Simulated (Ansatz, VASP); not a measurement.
SiO2 in VASP and in Ansatz

```
CELL_PARAMETERS angstrom
6.91142 0.00000 0.00000
0.00000 6.91142 0.00000
0.00000 0.00000 6.41851
ATOMIC_POSITIONS crystal
Si 0.26963 0.00000 0.11937
Si 0.00000 0.73037 0.88063
Si 0.00000 0.26963 0.88063
Si 0.73037 0.00000 0.11937
Si 0.00000 0.00000 0.50000
O 0.19171 0.00000 0.35643
O 0.00000 0.80829 0.64357
O 0.00000 0.19171 0.64357
O 0.80829 0.00000 0.35643
O 0.19112 0.19112 0.00000
O 0.19112 0.80888 0.00000
O 0.80888 0.19112 0.00000
O 0.80888 0.80888 0.00000
O 0.50000 0.00000 0.12050
O 0.00000 0.50000 0.87950
```

Alike in both runs: task electric field gradients; functional PBE; dispersion D4; k mesh 4 × 4 × 4; occupations fermi-dirac, width 0.02 eV; no spin polarisation.

|  | VASP | Ansatz |
| --- | --- | --- |
| version | VASP 6.6.1 | Ansatz 0.2.0 |
| potentials or method | VASP PAW PBE potentials, release 64 (Si, O), cutoff 520 eV | plane-wave PAW, scalar-relativistic |
| valence electrons in the cell | 80 | 80 |

```csv
,VASP,Ansatz,Ansatz less VASP
gap on the k mesh at the Fermi level (eV),5.62,5.62,0.000
pressure (GPa),2.6,2.5,-0.09
"traceless stress, the component that is largest in VASP (GPa)",-0.06,-0.09,-0.028
rms of the force components (eV/Å),0.150,0.157,+0.0072
size of Vzz on the site where it differs most (V/Å²),98.4,107.7,+9.27
```

Atom by atom the forces differ by 0.024 eV/Å (rms over components). Ansatz's warnings: xc potential rough in thin density.
